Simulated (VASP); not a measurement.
# La3AlN (Pm-3m) in VASP: a series of runs

La3AlN is run at these levels: LDA; tasks: single point.

All numbers are computed with VASP 6.6.1; they aren't measurements. Logs are shortened: lines on timing, memory, paths and dates and some standing lists are left out, and cuts for length are marked.

### Step 1. The cell of the first run

It takes space group Pm-3m (No. 221, cubic). Conventional cell: a = 4.922 Å, b = 4.922 Å, c = 4.922 Å, α = 90.00°, β = 90.00°, γ = 90.00°. Within 3.2 Å of La (site symmetry 4/mmm) lie 2 N at 2.46 Å. Al (site symmetry m-3m) has 12 La at 3.48 Å and 8 N at 4.26 Å within 4.6 Å. N (site symmetry m-3m) has 6 La at 2.46 Å within 3.2 Å.

### Step 2. Single point, LDA

File INCAR:

```
SYSTEM = La3AlN
ALGO = Normal ; EDIFF = 1E-6
ENCUT = 520 ; GGA = CA
ISIF = 2 ; ISMEAR = 0
LASPH = .TRUE. ; LCHARG = .TRUE.
LELF = .TRUE. ; LREAL = .FALSE.
LVHAR = .TRUE. ; LWAVE = .FALSE.
NBANDS = 28 ; NELM = 60
PREC = Accurate ; SIGMA = 0.1
```

File KPOINTS:

```
k-points
0
G
  5 5 5
  0 0 0
```

File POSCAR:

```
La3AlN
1.0
    4.9215995168      0.0000000000      0.0000000000
    0.0000000000      4.9215995168      0.0000000000
    0.0000000000      0.0000000000      4.9215995168
La Al N
3 1 1
Direct
    0.5000000000      0.5000000000      0.0000000000
    0.0000000000      0.5000000000      0.5000000000
    0.5000000000      0.0000000000      0.5000000000
    0.0000000000      0.0000000000      0.0000000000
    0.5000000000      0.5000000000      0.5000000000
```

Potentials or basis: VASP PAW LDA potentials, release 64 (La, Al, N).

The run is started by

```console
cat potpaw_LDA.64/La/POTCAR potpaw_LDA.64/Al/POTCAR potpaw_LDA.64/N/POTCAR > POTCAR
mpirun -np 1 vasp_std > vasp.out
```

OUTCAR:

```text
SYSTEM = La3AlN
   EDIFF = 1E-6
   ENCUT = 520
   GGA = CA
   ISIF = 2
   ISMEAR = 0
   LASPH = .TRUE.
   LREAL = .FALSE.
   NELM = 60
   PREC = Accurate

 ion  position               nearest neighbor table
   1  0.500  0.500  0.000-   5 2.46   5 2.46   4 3.48   2 3.48   2 3.48   3 3.48   3 3.48   3 3.48
                             4 3.48   3 3.48   2 3.48   4 3.48   2 3.48   4 3.48
   2  0.000  0.500  0.500-   5 2.46   5 2.46   4 3.48   1 3.48   1 3.48   4 3.48   3 3.48   4 3.48
                             4 3.48   1 3.48   3 3.48   3 3.48   1 3.48   3 3.48
   3  0.500  0.000  0.500-   5 2.46   5 2.46   4 3.48   1 3.48   1 3.48   4 3.48   1 3.48   2 3.48
                             2 3.48   1 3.48   2 3.48   4 3.48   4 3.48   2 3.48
   4  0.000  0.000  0.000-   1 3.48   2 3.48   3 3.48   2 3.48   3 3.48   1 3.48   2 3.48   2 3.48
                             1 3.48   3 3.48   3 3.48   1 3.48
   5  0.500  0.500  0.500-   1 2.46   2 2.46   3 2.46   1 2.46   3 2.46   2 2.46

  LATTYP: Found a simple cubic cell.
 ALAT       =     4.9215995168

  Lattice vectors:

 A1 = (   4.9215995168,   0.0000000000,   0.0000000000)
 A2 = (   0.0000000000,   4.9215995168,   0.0000000000)
 A3 = (   0.0000000000,   0.0000000000,   4.9215995168)

Analysis of symmetry for initial positions (statically):
=====================================================================
 Subroutine PRICEL returns:
 Original cell was already a primitive cell.

 Routine SETGRP: Setting up the symmetry group for a
 simple cubic supercell.

 Subroutine GETGRP returns: Found 48 space group operations
 (whereof 48 operations were pure point group operations)
 out of a pool of 48 trial point group operations.

The static configuration has the point symmetry O_h .

Analysis of symmetry for dynamics (positions and initial velocities):
=====================================================================
 Subroutine PRICEL returns:
 Original cell was already a primitive cell.

 Routine SETGRP: Setting up the symmetry group for a
 simple cubic supercell.

 Subroutine GETGRP returns: Found 48 space group operations
 (whereof 48 operations were pure point group operations)
 out of a pool of 48 trial point group operations.

The dynamic configuration has the point symmetry O_h .

 Subroutine INISYM returns: Found 48 space group operations
 (whereof 48 operations are pure point group operations),
 and found     1 'primitive' translations

----------------------------------------------------------------------------------------

                                     Primitive cell

  volume of cell :     119.2117

  direct lattice vectors                    reciprocal lattice vectors
     4.921599517  0.000000000  0.000000000     0.203185976  0.000000000  0.000000000
     0.000000000  4.921599517  0.000000000     0.000000000  0.203185976  0.000000000
     0.000000000  0.000000000  4.921599517     0.000000000  0.000000000  0.203185976

  length of vectors
     4.921599517  4.921599517  4.921599517     0.203185976  0.203185976  0.203185976

  position of ions in fractional coordinates (direct lattice)
     0.500000000  0.500000000  0.000000000
     0.000000000  0.500000000  0.500000000
     0.500000000  0.000000000  0.500000000
     0.000000000  0.000000000  0.000000000
     0.500000000  0.500000000  0.500000000

  ion indices of the primitive-cell ions
   primitive index   ion index
                 1           1
                 2           2
                 3           3
                 4           4
                 5           5

----------------------------------------------------------------------------------------

 KPOINTS: k-points

Automatic generation of k-mesh.
 Grid dimensions read from file:
 generate k-points for:    5    5    5

 Generating k-lattice:

  Cartesian coordinates                     Fractional coordinates (reciprocal lattice)
     0.040637195  0.000000000  0.000000000     0.200000000  0.000000000  0.000000000
     0.000000000  0.040637195  0.000000000     0.000000000  0.200000000  0.000000000
     0.000000000  0.000000000  0.040637195     0.000000000  0.000000000  0.200000000

  Length of vectors
     0.040637195  0.040637195  0.040637195

  Shift w.r.t. Gamma in fractional coordinates (k-lattice)
     0.000000000  0.000000000  0.000000000

 Subroutine IBZKPT returns following result:
 ===========================================

 Found     10 irreducible k-points:

 Following reciprocal coordinates:
            Coordinates               Weight
  0.000000  0.000000  0.000000      1.000000
  0.200000  0.000000  0.000000      6.000000
  0.400000  0.000000  0.000000      6.000000
  0.200000  0.200000  0.000000     12.000000
  0.400000  0.200000  0.000000     24.000000
  0.400000  0.400000  0.000000     12.000000
  0.200000  0.200000  0.200000      8.000000
  0.400000  0.200000  0.200000     24.000000
  0.400000  0.400000  0.200000     24.000000
  0.400000  0.400000  0.400000      8.000000
   k-points           NKPTS =     10   k-points in BZ     NKDIM =     10   number of bands    NBANDS=     28
   number of dos      NEDOS =    301   number of ions     NIONS =      5
   total plane-waves  NPLWV =  64000
   dimension x,y,z NGX =    40 NGY =   40 NGZ =   40
   dimension x,y,z NGXF=    80 NGYF=   80 NGZF=   80
   ions per type =               3   1   1
   NGX,Y,Z   is equivalent  to a cutoff of  13.51, 13.51, 13.51 a.u.
   NGXF,Y,Z  is equivalent  to a cutoff of  27.02, 27.02, 27.02 a.u.
 SYSTEM =  La3AlN
   PREC   = accura    normal or accurate (medium, high low for compatibility)
   ISTART =      0    job   : 0-new  1-cont  2-samecut
   ICHARG =      2    charge: 1-file 2-atom 10-const
   ISPIN  =      1    spin polarized calculation?
   LNONCOLLINEAR =      F non collinear calculations
   LSORBIT =      F    spin-orbit coupling
   LASPH  =      T    aspherical Exc in radial PAW
   ENCUT  =  520.0 eV  38.22 Ry    6.18 a.u.   9.15  9.15  9.15*2*pi/ulx,y,z
   NELM   =     60;   NELMIN=  2; NELMDL= -5     # of ELM steps
   EDIFF  = 0.1E-05   stopping-criterion for ELM
   LREAL  =      F    real-space projection
   EDIFFG = 0.1E-04   stopping-criterion for IOM
   NSW    =      0    number of steps for IOM
   IBRION =     -1    ionic relax: 0-MD 1-quasi-New 2-CG
   NFREE  =      0    steps in history (QN), initial steepest desc. (CG)
   ISIF   =      2    stress and relaxation
   ISYM   =      2    0-nonsym 1-usesym 2-fastsym
   POTIM  = 0.5000    time-step for ionic-motion
   TEBEG  =    0.0;   TEEND  =   0.0 temperature during run
   PSTRESS=    0.0 pullay stress
   NELECT =      41.0000    total number of electrons
   NUPDOWN=      -1.0000    fix difference up-down
   EMIN   =  10.00;   EMAX   =-10.00  energy-range for DOS
   EFERMI =   0.00;   METHOD = LEGACY
   ISMEAR =     0;   SIGMA  =   0.10  broadening in eV -4-tet -1-fermi 0-gaus
   EFERMI_NEDOS =   21; number of points for ismear=-14 and -15
   IALGO  =     38    algorithm
   IMIX   =      4    mixing-type and parameters
     AMIX     =   0.40;   BMIX     =  1.00
     AMIX_MAG =   1.60;   BMIX_MAG =  1.00
  volume/ion in A,a.u.               =      23.84       160.90
  Fermi-wavevector in a.u.,A,eV,Ry     =   1.146999  2.167515 17.899927  1.315608
  Thomas-Fermi vector in A             =   2.283681
   LORBIT       =      0    0 simple, 1 ext, 2 COOP (PROOUT), +10 PAW based schemes
   GGA     = CA    functional components
   LHFCALC =     F    Hartree Fock is set to
   AEXX    =    0.0000 exact exchange contribution
   IVDW    =     0    specifies the selected vdW correction
   LEPSILON=     F    determine dielectric tensor
   LRPA    =     F    only Hartree local field effects (RPA)
 non-spin polarized calculation
 Gauss-broadening in eV      SIGMA  =   0.10
  energy-cutoff  :      520.00
  volume of cell :      119.21
 maximum number of plane-waves:      3229
 NGX is ok and might be reduce to    40
   NGX = 19   NGY = 19   NGZ = 19

 number of electron      41.0000006 magnetization

 Free energy of the ion-electron system (eV)
  ---------------------------------------------------
  ext. energy  EPLUGINS =         0.00000000
  ---------------------------------------------------
  free energy    TOTEN  =       -33.98059744 eV

  energy without entropy =      -33.96438882  energy(sigma->0) =      -33.97249313

 E-fermi :   8.4586     XC(G=0): -10.4648

 val. band max:        8.4204117774   @ k =   0.4000   0.2000   0.0000
 cond. band min:       8.5283589483   @ k =   0.4000   0.4000   0.4000
 fundamental gap:      0.1079471709
 Fermi energy:         8.4585649857

 k-point     1 :       0.0000    0.0000    0.0000
  band No.  band energies     occupation
      1     -23.8335      2.00000
      2     -23.3321      2.00000
      3     -23.3321      2.00000
      4      -8.4716      2.00000
      5      -8.4716      2.00000
      6      -8.4716      2.00000
[... 20 lines left out ...]
     27      10.8622      0.00000
     28      10.8624      0.00000

 k-point     2 :       0.2000    0.0000    0.0000
  band No.  band energies     occupation
      1     -23.7929      2.00000
      2     -23.3747      2.00000
      3     -23.3313      2.00000
      4      -8.4827      2.00000
      5      -8.3893      2.00000
      6      -8.3893      2.00000
[... 20 lines left out ...]
     27      10.8362      0.00000
     28      10.8379      0.00000

 k-point     3 :       0.4000    0.0000    0.0000
  band No.  band energies     occupation
      1     -23.6983      2.00000
      2     -23.4726      2.00000
      3     -23.3300      2.00000
      4      -8.4788      2.00000
      5      -8.2177      2.00000
      6      -8.2177      2.00000
[... 182 lines left out ...]
      3     -23.4446      2.00000
      4      -9.7498      2.00000
      5      -8.1305      2.00000
      6      -7.8677      2.00000
[... 20 lines left out ...]
     27      10.5410      0.00000
     28      10.7356      0.00000

 k-point    10 :       0.4000    0.4000    0.4000
  band No.  band energies     occupation
      1     -23.5266      2.00000
      2     -23.4775      2.00000
      3     -23.4775      2.00000
      4     -10.1418      2.00000
      5      -8.1310      2.00000
      6      -8.1068      2.00000
[... 20 lines left out ...]
     27      10.5962      0.00000
     28      10.6967      0.00000

------------------------ aborting loop because EDIFF is reached ----------------------------------------

  FORCE on cell =-STRESS in cart. coord.  units (eV):
  Direction    XX          YY          ZZ          XY          YZ          ZX
  --------------------------------------------------------------------------------------
  -------------------------------------------------------------------------------------
  Total        2.3464999      2.3464999      2.3464999      0.0000000     -0.0000000      0.0000000
  in kB       31.5364143     31.5364143     31.5364143      0.0000000     -0.0000000      0.0000000
  external PRESSURE =      31.5364143 kB  Pullay stress =       0.0000000 kB

 VOLUME and BASIS-vectors are now :
 -----------------------------------------------------------------------------
  energy-cutoff  :      520.00
  volume of cell :      119.21
      direct lattice vectors                 reciprocal lattice vectors
     4.921599517  0.000000000  0.000000000     0.203185976  0.000000000  0.000000000
     0.000000000  4.921599517  0.000000000     0.000000000  0.203185976  0.000000000
     0.000000000  0.000000000  4.921599517     0.000000000  0.000000000  0.203185976

 POSITION                                       TOTAL-FORCE (eV/Angst)
 -----------------------------------------------------------------------------------
      2.46080      2.46080      0.00000         0.000000      0.000000      0.000000
      0.00000      2.46080      2.46080         0.000000      0.000000      0.000000
      2.46080      0.00000      2.46080         0.000000      0.000000      0.000000
      0.00000      0.00000      0.00000         0.000000      0.000000      0.000000
      2.46080      2.46080      2.46080         0.000000      0.000000      0.000000
 -----------------------------------------------------------------------------------
    total drift:                                0.000000     -0.000000     -0.000000

  FREE ENERGIE OF THE ION-ELECTRON SYSTEM (eV)
  ---------------------------------------------------
  free  energy   TOTEN  =       -33.9805974359 eV

  energy  without entropy=      -33.9643888199  energy(sigma->0) =      -33.97249313
```

Wall time 71 s (1 thread of Intel Xeon 8259CL, shared host); peak memory 0.22 GiB.

What came out:

```
Free energy : -33.9806 eV
Pressure    : 3.2 GPa
```

Caveat: spin-orbit coupling is left out, which moves the levels of the heavy elements.

### Step 3. Single point, LDA

This run uses another cell than the first one, of 24.50 Å³/atom, 1.028 times its volume.

File INCAR:

```
SYSTEM = La3AlN
ALGO = Normal ; EDIFF = 1E-6
ENCUT = 520 ; ISIF = 2
ISMEAR = 0 ; LASPH = .TRUE.
LCHARG = .TRUE. ; LELF = .TRUE.
LREAL = .FALSE. ; LVHAR = .TRUE.
LWAVE = .FALSE. ; NBANDS = 28
NELM = 100 ; PREC = Accurate
SIGMA = 0.1
```

KPOINTS is that of step 2.

Changes to POSCAR since step 2:

```diff
@@ -2,5 +2,5 @@
 1.0
-    4.9215995168      0.0000000000      0.0000000000
-    0.0000000000      4.9215995168      0.0000000000
-    0.0000000000      0.0000000000      4.9215995168
+    4.9667543283      0.0000000000      0.0000000000
+    0.0000000000      4.9667543283      0.0000000000
+    0.0000000000      0.0000000000      4.9667543283
 La Al N
```

Potentials or basis: VASP PAW LDA potentials, release 64 (La, Al, N).

The run is started by

```console
cat potpaw_LDA.64/La/POTCAR potpaw_LDA.64/Al/POTCAR potpaw_LDA.64/N/POTCAR > POTCAR
mpirun -np 1 vasp_std > vasp.out
```

It took 86 s on 1 thread of Intel Xeon 8259CL, shared host; peak memory 0.22 GiB.

Results (log left out):

```
Free energy : -34.0225 eV
Pressure    : 0.9 GPa
```

Levels at points of the mesh, in eV from the Fermi level:
| k point | band 18 | band 19 | band 20 | band 21 | band 22 | band 23 | band 24 | band 25 |
| --- | --- | --- | --- | --- | --- | --- | --- | --- |
| (0.00, 0.00, 0.00) | -1.02 | -1.02 | -0.94 | -0.94 | -0.94 | 0.97 | 0.97 | 0.97 |

Caveat: spin-orbit coupling is left out, which moves the levels of the heavy elements.

### Step 4. Single point, LDA

This run uses another cell than the first one, of 25.17 Å³/atom, 1.056 times its volume.

File INCAR:

```
PREC = Accurate
ENCUT = 520
EDIFF = 1E-6
ISMEAR = 0
SIGMA = 0.1
LREAL = False
LASPH = True
NELM = 100
ALGO = Normal
ISIF = 2
LWAVE = False
LCHARG = False
NBANDS = 28
```

File KPOINTS:

```
regular mesh
0
Gamma
  5 5 5
```

Changes to POSCAR since step 3:

```diff
@@ -2,5 +2,5 @@
 1.0
-    4.9667543283      0.0000000000      0.0000000000
-    0.0000000000      4.9667543283      0.0000000000
-    0.0000000000      0.0000000000      4.9667543283
+    5.0111026956      0.0000000000      0.0000000000
+    0.0000000000      5.0111026956      0.0000000000
+    0.0000000000      0.0000000000      5.0111026956
 La Al N
```

The run is started by

```console
cat potpaw_LDA.64/La/POTCAR potpaw_LDA.64/Al/POTCAR potpaw_LDA.64/N/POTCAR > POTCAR
mpirun -np 1 vasp_std > vasp.out
```

It took 86 s on 1 thread of Intel Xeon 8259CL, shared host; peak memory 0.22 GiB.

Results (log left out):

```yaml
Free_energy: -34.0206 eV
Pressure: -1.1 GPa
```

Levels at points of the mesh, in eV from the Fermi level:
| k point | band 19 | band 20 | band 21 | band 22 | band 23 | band 24 |
| --- | --- | --- | --- | --- | --- | --- |
| (0.00, 0.00, 0.00) | -0.99 | -0.89 | -0.89 | -0.89 | 0.94 | 0.94 |

Caveat: spin-orbit coupling is left out, which moves the levels of the heavy elements.

### Step 5. Single point, LDA

This run uses another cell than the first one, of 25.83 Å³/atom, 1.083 times its volume.

File INCAR:

```
PREC = Accurate
ENCUT = 520
EDIFF = 1E-6
ISMEAR = 0
SIGMA = 0.1
LREAL = F
LASPH = T
NELM = 100
ALGO = Normal
ISIF = 2
LWAVE = F
LCHARG = F
NBANDS = 28
```

File KPOINTS:

```
Automatic mesh
0
Gamma
  5 5 5
```

Changes to POSCAR since step 4:

```diff
@@ -2,5 +2,5 @@
 1.0
-    5.0111026956      0.0000000000      0.0000000000
-    0.0000000000      5.0111026956      0.0000000000
-    0.0000000000      0.0000000000      5.0111026956
+    5.0546796890      0.0000000000      0.0000000000
+    0.0000000000      5.0546796890      0.0000000000
+    0.0000000000      0.0000000000      5.0546796890
 La Al N
```

The run is started by

```console
cat potpaw_LDA.64/La/POTCAR potpaw_LDA.64/Al/POTCAR potpaw_LDA.64/N/POTCAR > POTCAR
mpirun -np 1 vasp_std > vasp.out
```

It took 79 s on 1 thread of Intel Xeon 8259CL, shared host; peak memory 0.22 GiB.

It converged, with:

```
Free energy : -33.9801 eV
Pressure    : -2.8 GPa
```

Levels at points of the mesh, in eV from the Fermi level:
```
           k point  band 18  band 19  band 20  band 21  band 22  band 23  band 24  band 25
(0.00, 0.00, 0.00)    -0.95    -0.95    -0.85    -0.85    -0.85     0.91     0.91     0.91
```

Caveat: spin-orbit coupling is left out, which moves the levels of the heavy elements.

### Step 6. Single point, LDA

This run uses another cell than the first one, of 26.49 Å³/atom, 1.111 times its volume.

File INCAR:

```
SYSTEM = La3AlN
PREC     = Accurate       ! precision mode
ENCUT    = 520            ! plane-wave cutoff, eV
EDIFF    = 1E-7           ! SCF threshold, eV
ISMEAR   = 0              ! smearing method
SIGMA    = 0.1            ! smearing width, eV
LREAL    = .FALSE.        ! projectors in reciprocal space
LASPH    = .TRUE.         ! aspherical terms in the spheres
NELM     = 60             ! most SCF steps
ALGO     = Normal         ! electronic algorithm
ISIF     = 2              ! what is computed and relaxed
LWAVE    = .FALSE.        ! write WAVECAR
LCHARG   = .FALSE.        ! write CHGCAR
NBANDS   = 28             ! bands
```

File KPOINTS:

```
regular mesh
0
G
  5 5 5
  0 0 0
```

Changes to POSCAR since step 5:

```diff
@@ -2,5 +2,5 @@
 1.0
-    5.0546796890      0.0000000000      0.0000000000
-    0.0000000000      5.0546796890      0.0000000000
-    0.0000000000      0.0000000000      5.0546796890
+    5.0975180000      0.0000000000      0.0000000000
+    0.0000000000      5.0975180000      0.0000000000
+    0.0000000000      0.0000000000      5.0975180000
 La Al N
```

Potentials or basis: VASP PAW LDA potentials, release 64 (La, Al, N).

The run is started by

```console
cat potpaw_LDA.64/La/POTCAR potpaw_LDA.64/Al/POTCAR potpaw_LDA.64/N/POTCAR > POTCAR
mpirun -np 1 vasp_std > vasp.out
```

Wall time 84 s (1 thread of Intel Xeon 8259CL, shared host); peak memory 0.22 GiB.

It converged, with:

* Free energy: -33.9058 eV
* Pressure: -4.4 GPa

Levels at points of the mesh, in eV from the Fermi level:
```csv
k point,band 17,band 18,band 19,band 20,band 21,band 22,band 23,band 24
"(0.00, 0.00, 0.00)",-1.42,-0.91,-0.91,-0.81,-0.81,-0.81,0.88,0.88
```

Caveat: spin-orbit coupling is left out, which moves the levels of the heavy elements.

### Step 7. Overview

```csv
cell,gap on the mesh (eV),pressure (GPa)
"a = 4.922 Å, 5 atoms",none,3.2
"a = 4.967 Å, 5 atoms",none,0.9
"a = 5.011 Å, 5 atoms",none,-1.1
"a = 5.055 Å, 5 atoms",none,-2.8
"a = 5.098 Å, 5 atoms",none,-4.4
```

Alike in all rows: task single point; level LDA; potentials or basis VASP PAW LDA potentials, release 64 (La, Al, N); no spin polarisation; k mesh 5 × 5 × 5; cutoff (eV) 520; smearing gaussian 0.1 eV.

Caveats: spin-orbit coupling is left out, which moves the levels of the heavy elements.

Absolute energies hang on the potentials; compare differences alone.
